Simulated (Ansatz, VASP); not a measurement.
**Ge in VASP and in Ansatz**

```
CELL_PARAMETERS angstrom
0.00000 2.92198 2.92198
2.92198 0.00000 2.92198
2.92198 2.92198 0.00000
ATOMIC_POSITIONS crystal
Ge 0.00000 0.00000 0.00000
Ge 0.25000 0.25000 0.25000
```

Change from the starting cell: hydrostatic strain +3.0%.

Alike in both runs: task single point; functional r2SCAN; k mesh 8 × 8 × 8; occupations fermi-dirac, width 0.02 eV; no spin polarisation.

|  | VASP | Ansatz |
| --- | --- | --- |
| version | VASP 6.6.1 | Ansatz 0.2.0 |
| potentials or method | VASP PAW PBE potentials, release 64 (Ge_d) | plane waves, PAW |
| plane-wave cutoff (eV) | 520 | 500 |
| valence electrons in the cell | 28 | 28 |

```csv
,VASP,Ansatz,Ansatz less VASP
pressure (GPa),-5.0,-5.0,0.00
```

VASP's potentials were made for PBE, not for r2SCAN. The functional is the same, so the differences come from potentials, cutoffs and numerics.
